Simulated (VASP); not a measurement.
Here is a VASP 6.6.1 calculation.

File INCAR:

```
ALGO     = Normal         # electronic algorithm
EDIFF    = 1E-6           # SCF threshold, eV
ENCUT    = 520            # plane-wave cutoff, eV
GGA      = PS             # functional
ISIF     = 2              # what is computed and relaxed
ISMEAR   = 0              # smearing method
LASPH    = True           # aspherical terms in the spheres
LCHARG   = False          # write CHGCAR
LREAL    = False          # projectors in reciprocal space
LWAVE    = False          # write WAVECAR
NBANDS   = 11             # bands
NELM     = 100            # most SCF steps
PREC     = Accurate       # precision mode
SIGMA    = 0.02           # smearing width, eV
```

File KPOINTS:

```
k-points
0
Gamma
  12 12 12
```

POSCAR

```
C
1.0
    0.0000000000      1.7769046140      1.7769046140
    1.7769046140      0.0000000000      1.7769046140
    1.7769046140      1.7769046140      0.0000000000
C
2
Direct
    0.5000000000      0.5000000000      0.5000000000
    0.7500000000      0.7500000000      0.7500000000
```

Potentials or basis: VASP PAW PBE potentials, release 64 (C).

Run with:

```sh
$ cat potpaw_PBE.64/C/POTCAR > POTCAR
$ mpirun -np 1 vasp_std > vasp.out
```

Estimate the pressure.

1.1 GPa.

Predict the band gap on the k mesh.

4.06 eV, indirect (least direct gap 5.57 eV).

Caveat: the PAW data sets were made with another functional, which shifts forces and pressure a little. A k mesh can miss the band edges.
